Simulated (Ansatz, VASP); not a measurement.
## One calculation of Sb, two programs

```
CELL_PARAMETERS angstrom
-1.86944 1.86944 1.86944
1.86944 -1.86944 1.86944
1.86944 1.86944 -1.86944
ATOMIC_POSITIONS crystal
Sb 0.00000 0.00000 0.00000
```

Alike in both runs: task relaxation of cell and atoms; functional PBEsol; k mesh 16 × 16 × 16; occupations gaussian, width 0.1 eV; no spin polarisation.

|  | VASP | Ansatz |
| --- | --- | --- |
| version | VASP 6.6.1 | Ansatz 0.2.0 |
| potentials or method | VASP PAW PBE potentials, release 64 (Sb), cutoff 600 eV | scalar-relativistic, plane waves, PAW |
| valence electrons in the cell | 5 | 15 |

```tsv
	VASP	Ansatz	Ansatz less VASP
gap on the k mesh at the Fermi level, each at its own relaxed structure (eV)	none	none	-
relaxed volume (Å³/atom)	25.93	25.93	+0.001
relaxed cell length with the largest relative difference (Å)	3.230	3.230	0.0000
```

VASP's potentials were made for PBE, not for PBEsol. A gap of «none» marks a metal or a gap that the smearing closes. VASP's potentials hold 5 valence electrons a cell and Ansatz's 15, so a difference there can come from the potentials and not from the codes.

Spin-orbit coupling is off throughout.
